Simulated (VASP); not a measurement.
# SiC (P6_3mc) in VASP: further runs, part 2 of 3

VASP 6.6.1. The steps go on from the part before.

## Step 3: Single point, PBE

This run uses another cell than the first one, of the same volume but with other edges.

Contents of INCAR:

```
PREC     = Accurate       # precision mode
ENCUT    = 520            # plane-wave cutoff, eV
EDIFF    = 1E-7           # SCF threshold, eV
ISMEAR   = 0              # smearing method
SIGMA    = 0.05           # smearing width, eV
LREAL    = F              # projectors in reciprocal space
LASPH    = T              # aspherical terms in the spheres
NELM     = 60             # most SCF steps
ALGO     = Normal         # electronic algorithm
ISIF     = 2              # what is computed and relaxed
LWAVE    = F              # write WAVECAR
LCHARG   = F              # write CHGCAR
GGA      = PE             # functional
NBANDS   = 16             # bands
```

Contents of KPOINTS:

```
regular mesh
0
Gamma
  12 12 6
```

Contents of POSCAR:

```
SiC
1.0
    2.9096709179      0.0000000000      0.0000000000
   -1.4548354590      2.5198489316      0.0000000000
    0.0000000000      0.0000000000      5.7295143492
Si C
2 2
Direct
    0.3333333333      0.6666666667      0.0045636718
    0.6666666667      0.3333333333      0.5045636718
    0.3333333333      0.6666666667      0.3804363282
    0.6666666667      0.3333333333      0.8804363282
```

Potentials or basis: VASP PAW PBE potentials, release 64 (Si, C).

Command:

```sh
cat potpaw_PBE.64/Si/POTCAR potpaw_PBE.64/C/POTCAR > POTCAR
mpirun -np 1 vasp_std > vasp.out
```

OUTCAR:

```text
PREC = Accurate
   ENCUT = 520
   EDIFF = 1E-7
   ISMEAR = 0
   LREAL = F
   LASPH = T
   NELM = 60
   ISIF = 2
   GGA = PE

 ion  position               nearest neighbor table
   1  0.333  0.667  0.005-   4 1.82   4 1.82   4 1.82   3 2.15
   2  0.667  0.333  0.505-   3 1.82   3 1.82   3 1.82   4 2.15
   3  0.333  0.667  0.380-   2 1.82   2 1.82   2 1.82   1 2.15
   4  0.667  0.333  0.880-   1 1.82   1 1.82   1 1.82   2 2.15

  LATTYP: Found a hexagonal cell.
 ALAT       =     2.9096709179
 C/A-ratio  =     1.9691279567

  Lattice vectors:

 A1 = (   2.9096709179,   0.0000000000,   0.0000000000)
 A2 = (  -1.4548354590,   2.5198489316,   0.0000000000)
 A3 = (   0.0000000000,   0.0000000000,   5.7295143492)

Analysis of symmetry for initial positions (statically):
=====================================================================
 Subroutine PRICEL returns:
 Original cell was already a primitive cell.

 Routine SETGRP: Setting up the symmetry group for a
 hexagonal supercell.

 Subroutine GETGRP returns: Found 12 space group operations
 (whereof  6 operations were pure point group operations)
 out of a pool of 24 trial point group operations.

The static configuration has the point symmetry C_3v.
 The point group associated with its full space group is C_6v.

Analysis of symmetry for dynamics (positions and initial velocities):
=====================================================================
 Subroutine PRICEL returns:
 Original cell was already a primitive cell.

 Routine SETGRP: Setting up the symmetry group for a
 hexagonal supercell.

 Subroutine GETGRP returns: Found 12 space group operations
 (whereof  6 operations were pure point group operations)
 out of a pool of 24 trial point group operations.

The dynamic configuration has the point symmetry C_3v.
 The point group associated with its full space group is C_6v.

 Subroutine INISYM returns: Found 12 space group operations
 (whereof  6 operations are pure point group operations),
 and found     1 'primitive' translations

----------------------------------------------------------------------------------------

                                     Primitive cell

  volume of cell :      42.0084

  direct lattice vectors                    reciprocal lattice vectors
     2.909670918  0.000000000  0.000000000     0.343681477  0.198424594  0.000000000
    -1.454835459  2.519848932  0.000000000     0.000000000  0.396849187  0.000000000
     0.000000000  0.000000000  5.729514349     0.000000000  0.000000000  0.174534863

  length of vectors
     2.909670918  2.909670918  5.729514349     0.396849187  0.396849187  0.174534863

  position of ions in fractional coordinates (direct lattice)
     0.333333333  0.666666667  0.004563672
     0.666666667  0.333333333  0.504563672
     0.333333333  0.666666667  0.380436328
     0.666666667  0.333333333  0.880436328

  ion indices of the primitive-cell ions
   primitive index   ion index
                 1           1
                 2           2
                 3           3
                 4           4

----------------------------------------------------------------------------------------

 KPOINTS: regular mesh

Automatic generation of k-mesh.
 Grid dimensions read from file:
 generate k-points for:   12   12    6

 Generating k-lattice:

  Cartesian coordinates                     Fractional coordinates (reciprocal lattice)
     0.028640123  0.016535383  0.000000000     0.083333333  0.000000000  0.000000000
     0.000000000  0.033070766  0.000000000     0.000000000  0.083333333  0.000000000
     0.000000000  0.000000000  0.029089144     0.000000000  0.000000000  0.166666667

  Length of vectors
     0.033070766  0.033070766  0.029089144

  Shift w.r.t. Gamma in fractional coordinates (k-lattice)
     0.000000000  0.000000000  0.000000000

 Subroutine IBZKPT returns following result:
 ===========================================

 Found     76 irreducible k-points:

 Following reciprocal coordinates:
            Coordinates               Weight
  0.000000  0.000000  0.000000      1.000000
  0.083333  0.000000  0.000000      6.000000
  0.166667  0.000000  0.000000      6.000000
  0.250000  0.000000  0.000000      6.000000
  0.333333  0.000000  0.000000      6.000000
  0.416667  0.000000  0.000000      6.000000
[... 16 lines left out ...]
  0.250000  0.000000  0.166667     12.000000
  0.333333  0.000000  0.166667     12.000000
 [... further k-points ...]
   k-points           NKPTS =     76   k-points in BZ     NKDIM =     76   number of bands    NBANDS=     16
   number of dos      NEDOS =    301   number of ions     NIONS =      4
   total plane-waves  NPLWV =  27648
   dimension x,y,z NGX =    24 NGY =   24 NGZ =   48
   dimension x,y,z NGXF=    48 NGYF=   48 NGZF=   96
   ions per type =               2   2
   NGX,Y,Z   is equivalent  to a cutoff of  13.71, 13.71, 13.93 a.u.
   NGXF,Y,Z  is equivalent  to a cutoff of  27.43, 27.43, 27.86 a.u.
 SYSTEM =  unknown system
   PREC   = accura    normal or accurate (medium, high low for compatibility)
   ISTART =      0    job   : 0-new  1-cont  2-samecut
   ICHARG =      2    charge: 1-file 2-atom 10-const
   ISPIN  =      1    spin polarized calculation?
   LNONCOLLINEAR =      F non collinear calculations
   LSORBIT =      F    spin-orbit coupling
   LASPH  =      T    aspherical Exc in radial PAW
   ENCUT  =  520.0 eV  38.22 Ry    6.18 a.u.   5.41  5.41 10.65*2*pi/ulx,y,z
   NELM   =     60;   NELMIN=  2; NELMDL= -5     # of ELM steps
   EDIFF  = 0.1E-06   stopping-criterion for ELM
   LREAL  =      F    real-space projection
   EDIFFG = 0.1E-05   stopping-criterion for IOM
   NSW    =      0    number of steps for IOM
   IBRION =     -1    ionic relax: 0-MD 1-quasi-New 2-CG
   NFREE  =      0    steps in history (QN), initial steepest desc. (CG)
   ISIF   =      2    stress and relaxation
   ISYM   =      2    0-nonsym 1-usesym 2-fastsym
   POTIM  = 0.5000    time-step for ionic-motion
   TEBEG  =    0.0;   TEEND  =   0.0 temperature during run
   PSTRESS=    0.0 pullay stress
   NELECT =      16.0000    total number of electrons
   NUPDOWN=      -1.0000    fix difference up-down
   EMIN   =  10.00;   EMAX   =-10.00  energy-range for DOS
   EFERMI =   0.00;   METHOD = LEGACY
   ISMEAR =     0;   SIGMA  =   0.05  broadening in eV -4-tet -1-fermi 0-gaus
   EFERMI_NEDOS =   21; number of points for ismear=-14 and -15
   IALGO  =     38    algorithm
   IMIX   =      4    mixing-type and parameters
     AMIX     =   0.40;   BMIX     =  1.00
     AMIX_MAG =   1.60;   BMIX_MAG =  1.00
  volume/ion in A,a.u.               =      10.50        70.87
  Fermi-wavevector in a.u.,A,eV,Ry     =   1.186687  2.242513 19.160071  1.408225
  Thomas-Fermi vector in A             =   2.322854
   LORBIT       =      0    0 simple, 1 ext, 2 COOP (PROOUT), +10 PAW based schemes
   GGA     = PE    functional components
   LHFCALC =     F    Hartree Fock is set to
   AEXX    =    0.0000 exact exchange contribution
   IVDW    =     0    specifies the selected vdW correction
   LEPSILON=     F    determine dielectric tensor
   LRPA    =     F    only Hartree local field effects (RPA)
 non-spin polarized calculation
 Gauss-broadening in eV      SIGMA  =   0.05
  energy-cutoff  :      520.00
  volume of cell :       42.01
 maximum number of plane-waves:      1162
 NGX is ok and might be reduce to    24

 number of electron      16.0000002 magnetization

 Free energy of the ion-electron system (eV)
  ---------------------------------------------------
  ext. energy  EPLUGINS =         0.00000000
  ---------------------------------------------------
  free energy    TOTEN  =       -28.67861754 eV

  energy without entropy =      -28.67861754  energy(sigma->0) =      -28.67861754

 E-fermi :   8.6909     XC(G=0): -11.2816

 val. band max:        8.4498698531   @ k =   0.0000   0.0000   0.0000
 cond. band min:       9.9808662447   @ k =   0.5000   0.0000   0.3333
 fundamental gap:      1.5309963915
 Fermi energy:         8.6908860829

 k-point     1 :       0.0000    0.0000    0.0000
  band No.  band energies     occupation
      1      -7.4815      2.00000
      2      -5.3213      2.00000
      3      -0.6803      2.00000
      4       6.9278      2.00000
      5       7.8592      2.00000
      6       7.8592      2.00000
[... 8 lines left out ...]
     15      17.5878      0.00000
     16      18.4138      0.00000
[... 420 lines left out ...]
  band No.  band energies     occupation
      1      -5.2794      2.00000
      2      -3.6415      2.00000
      3       1.2789      2.00000
      4       2.3851      2.00000
      5       3.0488      2.00000
      6       6.1685      2.00000
[... 8 lines left out ...]
     15      18.4962      0.00000
     16      20.3281      0.00000

 [... further k-points ...]
[... 5 lines left out ...]
  --------------------------------------------------------------------------------------
  -------------------------------------------------------------------------------------
  Total        9.9487083      9.9487083    -12.5633065     -0.0000000      0.0000000      0.0000000
  in kB      379.4382340    379.4382340   -479.1575651     -0.0000000      0.0000000      0.0000000
  external PRESSURE =      93.2396343 kB  Pullay stress =       0.0000000 kB

 VOLUME and BASIS-vectors are now :
 -----------------------------------------------------------------------------
  energy-cutoff  :      520.00
  volume of cell :       42.01
      direct lattice vectors                 reciprocal lattice vectors
     2.909670918  0.000000000  0.000000000     0.343681477  0.198424594  0.000000000
    -1.454835459  2.519848932  0.000000000     0.000000000  0.396849187  0.000000000
     0.000000000  0.000000000  5.729514349     0.000000000  0.000000000  0.174534863

 POSITION                                       TOTAL-FORCE (eV/Angst)
 -----------------------------------------------------------------------------------
     -0.00000      1.67990      0.02615         0.000000      0.000000      0.341097
      1.45484      0.83995      2.89090        -0.000000      0.000000      0.341097
     -0.00000      1.67990      2.17972        -0.000000      0.000000     -0.341097
      1.45484      0.83995      5.04447         0.000000     -0.000000     -0.341097
 -----------------------------------------------------------------------------------
    total drift:                                0.000000      0.000000      0.000000

  FREE ENERGIE OF THE ION-ELECTRON SYSTEM (eV)
  ---------------------------------------------------
  free  energy   TOTEN  =       -28.6786175435 eV

  energy  without entropy=      -28.6786175435  energy(sigma->0) =      -28.67861754
```

It took 21 s on 1 thread of Intel Xeon Platinum 8559C (Emerald Rapids), shared host; peak memory 0.19 GiB.

Results:

* Free energy: -28.6786 eV
* Pressure: 9.3 GPa
* Largest force: 0.341 eV/Å
* Band gap on the k mesh: 1.53 eV, indirect (least direct gap 1.57 eV)

Forces on the atoms (eV/Å):
```
Si   0.000  0.000  0.341
Si   0.000  0.000  0.341
C    0.000  0.000 -0.341
C    0.000  0.000 -0.341
```

Stress tensor (GPa, compression positive):
```
 37.94   0.00   0.00
  0.00  37.94   0.00
  0.00   0.00 -47.92
```

 A k mesh can miss the band edges.

## Step 4: Single point, PBE

This run uses another cell than the first one, of the same volume but with other edges.

Contents of INCAR:

```
SYSTEM = SiC
ALGO     = Normal         ! electronic algorithm
EDIFF    = 1E-6           ! SCF threshold, eV
ENCUT    = 520            ! plane-wave cutoff, eV
GGA      = PE             ! functional
ISIF     = 2              ! what is computed and relaxed
ISMEAR   = 0              ! smearing method
LASPH    = .True.         ! aspherical terms in the spheres
LCHARG   = .False.        ! write CHGCAR
LREAL    = .False.        ! projectors in reciprocal space
LWAVE    = .False.        ! write WAVECAR
NBANDS   = 16             ! bands
NELM     = 60             ! most SCF steps
PREC     = Accurate       ! precision mode
SIGMA    = 0.05           ! smearing width, eV
```

Contents of KPOINTS:

```
k-points
0
Gamma
  12 12 6
  0 0 0
```

Contents of POSCAR:

```
SiC
1.0
    3.1791304311      0.0000000000      0.0000000000
   -1.5895652156      2.7532077153      0.0000000000
    0.0000000000      0.0000000000      4.7994212010
Si C
2 2
Direct
    0.3333333333      0.6666666667      0.0045636718
    0.6666666667      0.3333333333      0.5045636718
    0.3333333333      0.6666666667      0.3804363282
    0.6666666667      0.3333333333      0.8804363282
```

Command:

```sh
cat potpaw_PBE.64/Si/POTCAR potpaw_PBE.64/C/POTCAR > POTCAR
mpirun -np 1 vasp_std > vasp.out
```

Run time: 15 s. Hardware: 1 thread of Intel Xeon Platinum 8559C (Emerald Rapids), shared host; peak memory 0.17 GiB.

The run converged. Its results:

* Free energy: -29.7677 eV
* Pressure: 1.8 GPa
* Largest force: 1.125 eV/Å
* Band gap on the k mesh: 2.03 eV, indirect (least direct gap 3.14 eV)

Forces on the atoms (eV/Å):
```
Si   0.000  0.000 -1.125
Si   0.000  0.000 -1.125
C    0.000  0.000  1.125
C    0.000  0.000  1.125
```

Stress tensor (GPa, compression positive):
```
-14.18   0.00   0.00
  0.00 -14.18   0.00
  0.00   0.00  33.66
```

Levels at points of the mesh, in eV from the valence-band top:
| k point | band 4 | band 5 | band 6 | band 7 | band 8 | band 9 | band 10 | band 11 | band 12 | band 13 |
| --- | --- | --- | --- | --- | --- | --- | --- | --- | --- | --- |
| (0.00, 0.00, 0.00) | -1.92 | -1.92 | -0.16 | -0.16 | 0.00 | 3.29 | 5.84 | 5.84 | 6.07 | 8.65 |
| (0.50, 0.00, 0.00) | -5.82 | -5.56 | -3.81 | -3.42 | -1.11 | 2.03 | 4.61 | 6.54 | 6.63 | 10.53 |
| (0.00, 0.00, 0.50) | -3.91 | -1.13 | -1.13 | -1.13 | -1.13 | 4.76 | 4.76 | 6.59 | 6.59 | 6.59 |
| (0.50, 0.00, 0.50) | -8.31 | -2.74 | -2.74 | -2.05 | -2.05 | 3.23 | 3.23 | 5.65 | 5.65 | 10.33 |

Caveat: forces of over 1 eV/Å act on the atoms, so gaps and moduli don't describe the material at rest. A k mesh can miss the band edges.

(Part 2 of 3 ends here.)
